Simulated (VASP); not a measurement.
Runs of VASP 6.6.1 on SiO2. The structure is that of space group Fm-3m (No. 225), or close to it. The cells are those of the table. 

```csv
task,cell,k mesh,cutoff (eV),smearing,gap on the mesh (eV),pressure (GPa)
single point,"a = 3.185 Å, angles 60.0°, 3 atoms",6 × 6 × 6,600,gaussian 0.05 eV,1.83,1.3
single point,"a = 3.188 Å, angles 60.0°, 3 atoms",10 × 10 × 10,600,gaussian 0.02 eV,1.83,0.7
single point,"a = 3.261 Å, angles 60.0°, 3 atoms",6 × 6 × 6,600,gaussian 0.05 eV,1.53,(b)
single point,"a = 3.028 Å, angles 60.0°, 3 atoms",8 × 8 × 8,600,gaussian 0.05 eV,1.84,(a)
```

Alike in all rows: level LDA; potentials or basis VASP PAW LDA potentials, release 64 (Si, O); no spin polarisation.

Problem. Fill in the values left out.

Solution. (a) 66.5; (b) -17.5.

A k mesh can miss the band edges.
